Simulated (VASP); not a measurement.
Input of a VASP 6.6.1 run:

File INCAR:

```
PREC = Accurate
ENCUT = 500
EDIFF = 1E-6
ISMEAR = 0
SIGMA = 0.01
LREAL = False
LASPH = True
NELM = 200
ALGO = Normal
ISIF = 2
LWAVE = False
LCHARG = True
LNONCOLLINEAR = True
MAGMOM = 0 0 0 0 0 0
LORBIT = 11
LSORBIT = True
GGA_COMPAT = False
LORBMOM = True
GGA = CA
LVHAR = True
NBANDS = 32
```

Contents of KPOINTS:

```
regular mesh
0
Gamma
  6 6 6
```

POSCAR

```
PbS
1.0
    4.1942040000      0.0000000000      0.0000000000
    2.0971020000      3.6322872127      0.0000000000
    2.0971020000      1.2107624042      3.4245532257
Pb S
1 1
Direct
    0.0000000000      0.0000000000      0.0000000000
    0.5000000000      0.5000000000      0.5000000000
```

Potentials or basis: VASP PAW LDA potentials, release 64 (Pb_d, S).

Run with:

```console
$ cat potpaw_LDA.64/Pb_d/POTCAR potpaw_LDA.64/S/POTCAR > POTCAR
$ mpirun -np 1 vasp_ncl > vasp.out
```

(1) Predict the net moment.

(2) Estimate the pressure.

Answers

(1) 0.00 μB per cell.

(2) -3.2 GPa.

Caveat: the cell stands under tension.
